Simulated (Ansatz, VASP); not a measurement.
## Two plane-wave programs on As

Contents of INCAR:

```
SYSTEM = As
ALGO     = Normal         ! electronic algorithm
DIPOL    = 0.5 0.5 0.500
EDIFF    = 1E-7           ! SCF threshold, eV
ENCUT    = 520            ! plane-wave cutoff, eV
GGA      = PE             ! functional
IDIPOL   = 3            
ISIF     = 2              ! what is computed and relaxed
ISMEAR   = 0              ! smearing method
IVDW     = 12             ! dispersion correction
LASPH    = .TRUE.         ! aspherical terms in the spheres
LCHARG   = .FALSE.        ! write CHGCAR
LDIPOL   = .TRUE.       
LREAL    = .FALSE.        ! projectors in reciprocal space
LWAVE    = .FALSE.        ! write WAVECAR
NBANDS   = 12             ! bands
NELM     = 60             ! most SCF steps
PREC     = Accurate       ! precision mode
SIGMA    = 0.02           ! smearing width, eV
```

Contents of KPOINTS:

```
k-points
0
G
  9 9 1
  0 0 0
```

Contents of POSCAR:

```
As
1.0
    3.5210000000      0.0000000000      0.0000000000
   -1.7605000000      3.0492754467      0.0000000000
    0.0000000000      0.0000000000     28.5742413766
As
2
Direct
    0.3333333333      0.6666666667      0.4842865470
    0.6666666667      0.3333333333      0.5157134530
```

Input for Ansatz:

```yaml
crystal:
  lattice:
    - [3.521, 0.0, 0.0]
    - [-1.7605, 3.0492754467, 0.0]
    - [0.0, 0.0, 28.5742413766]
  atoms:
    - { symbol: As, position: [0.3333333333, 0.6666666667, 0.484286547] }
    - { symbol: As, position: [0.6666666667, 0.3333333333, 0.515713453] }
  periodic: [true, true, false]
basis:
  ecutwfc: 420
kpoints:
  mp_grid: { grid: [9, 9, 1] }
hamiltonian:
  xc: pbe
  dispersion: d3bj
scf:
  occupations: { method: gaussian, width: 0.02 }
output:
  forces: true
  stress: true
  eigenvalues: true
```

Alike in both runs: task single point; functional PBE; dispersion D3(BJ); k mesh 9 × 9 × 1; occupations gaussian, width 0.02 eV; no spin polarisation.

```csv
,VASP,Ansatz
version,VASP 6.6.1,Ansatz 0.2.0
potentials or method,"VASP PAW PBE potentials, release 64 (As), cutoff 520 eV","scalar-relativistic, plane waves, PAW"
valence electrons in the cell,10,30
```

```tsv
	VASP	Ansatz	Ansatz less VASP
gap on the k mesh at the Fermi level (eV)	none	none	-
rms of the force components (eV/Å)	3.551	3.459	-0.0919
```

Atom by atom the forces differ by 0.092 eV/Å (rms over components). A gap of «none» marks a metal or a gap that the smearing closes. VASP's potentials hold 10 valence electrons a cell and Ansatz's 30, so a difference there can come from the potentials and not from the codes.
